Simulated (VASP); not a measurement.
**CsH: single point with LDA**

The system is CsH.

```
Cs H
1.0
     0.00000    2.93296    2.93296
     2.93296    0.00000    2.93296
     2.93296    2.93296    0.00000
Cs H
1 1
Direct
  0.00000 0.00000 0.00000
  0.50000 0.50000 0.50000
```

This cell differs from its parent crystal: strain -0.080 along x and y, -0.080 along z.

* Program: VASP 6.6.1
* Task: single point
* Functional: LDA
* Potentials or basis: VASP PAW LDA potentials, release 64 (Cs_sv, H)
* Cutoff: 520 eV
* k mesh: 8 × 8 × 8
* Occupations: gaussian, width 0.05 eV
* Spin: no spin polarisation

The pressure is 1.8 GPa. The band gap on the k mesh is 1.49 eV, direct.

Levels at points of the mesh, in eV from the valence-band top:
```
           k point  band 3  band 4  band 5  band 6  band 7  band 8
(0.00, 0.00, 0.00)   -7.85   -7.85   -2.46    4.83    4.83    4.83
(0.50, 0.00, 0.00)   -8.03   -8.03    0.00    1.49    4.29    4.29
(0.50, 0.50, 0.00)   -8.39   -8.39   -2.12    2.15    6.37    9.06
```

It took 9 s on 1 thread of AMD EPYC 9R14 (Zen 4), on a shared host, peak memory 0.12 GiB.

Caveat: the cell differs from its parent crystal (strain -0.080 along x and y, -0.080 along z); spin-orbit coupling is left out, which moves the levels of the heavy elements. A k mesh can miss the band edges.
